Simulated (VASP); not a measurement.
Wanted: the native input for a VASP 6.6.1 run.

```
Task                   : single point
Functional             : RPBE
Potentials or basis    : VASP PAW PBE potentials, release 64 (Cr_pv)
Cutoff                 : 520 eV
k mesh                 : 10 × 10 × 15
Occupations            : fermi-dirac, width 0.1 eV
Spin                   : no spin polarisation
Dipole correction      : no
Further INCAR settings : ALGO = Normal; EDIFF = 1e-06; NBANDS = 25
```

The structure of Cr lies in POSCAR:

```
Cr
1.0
    4.0842901080      0.0000000000      0.0000000000
   -2.0421450540      3.5370989900      0.0000000000
    0.0000000000      0.0000000000      2.2130365160
Cr
3
Direct
    1.0000000000      0.0000000000      0.0000000000
    0.3333333333      0.6666666667      0.5000000000
    0.6666666667      0.3333333333      0.5000000000
```

This cell differs from its parent crystal: volume scaled by 0.88.

One way to write it, as run:

INCAR

```
SYSTEM = Cr
PREC = Accurate
ENCUT = 520
EDIFF = 1E-6
ISMEAR = -1
SIGMA = 0.1
LREAL = .False.
LASPH = .True.
NELM = 60
ALGO = Normal
ISIF = 2
LWAVE = .False.
LCHARG = .True.
GGA = RP
LELF = .True.
LVHAR = .True.
NBANDS = 25
```

KPOINTS

```
Automatic mesh
0
Gamma
  10 10 15
  0 0 0
```

Potentials or basis: VASP PAW PBE potentials, release 64 (Cr_pv).

Run with:

```bash
$ cat potpaw_PBE.64/Cr_pv/POTCAR > POTCAR
$ mpirun -np 1 vasp_std > vasp.out
```

It gave:

| Item | Value |
| --- | --- |
| Pressure | 36.9 GPa |
| Band gap on the k mesh | zero (band 18 reaches 12.84 eV, above the bottom of band 19 at 11.81 eV) |

Caveat: the PAW data sets were made with another functional, which shifts forces and pressure a little; the run has no spin polarisation, though such a crystal can be magnetic.

Run time: 34 s on 1 thread of Intel(R) Xeon(R) 6975P-C (Granite Rapids), with other jobs on the host, peak memory 0.18 GiB.
